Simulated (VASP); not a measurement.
Runs of VASP 6.6.1 on HgTe. The structure is that of space group Fm-3m (No. 225), or close to it. The cells are those of the table. 

| cell | cutoff (eV) | gap on the mesh (eV) | pressure (GPa) |
| --- | --- | --- | --- |
| a = 4.111 Å, angles 60.7°, 2 atoms | 520 | none | 4.4 |
| a = 4.071 Å, angles 62.0°, 2 atoms | 520 | none | 4.4 |
| a = 4.194, b = 4.194, c = 4.256 Å, angles 59.5, 59.5, 61.0°, 2 atoms | 520 | none | (a) |
| a = 4.145 Å, angles 60.0°, 2 atoms | 400 | none | 3.5 |
| a = 4.070, b = 4.070, c = 4.132 Å, angles 59.5, 59.5, 61.0°, 2 atoms | 400 | none | 7.5 |

Alike in all rows: task electric field gradients; level LDA; potentials or basis VASP PAW LDA potentials, release 64 (Hg, Te); no spin polarisation; k mesh 10 × 10 × 10; smearing fermi-dirac 0.08 eV.

Q: Fill in the values left out.

A: (a) 0.0.

Caveats: spin-orbit coupling is left out, which moves the levels of the heavy elements.

A k mesh can miss the band edges, and the runs leave out spin-orbit coupling on Hg, Te.

A gap of «none» marks levels without a gap at the run's occupations.
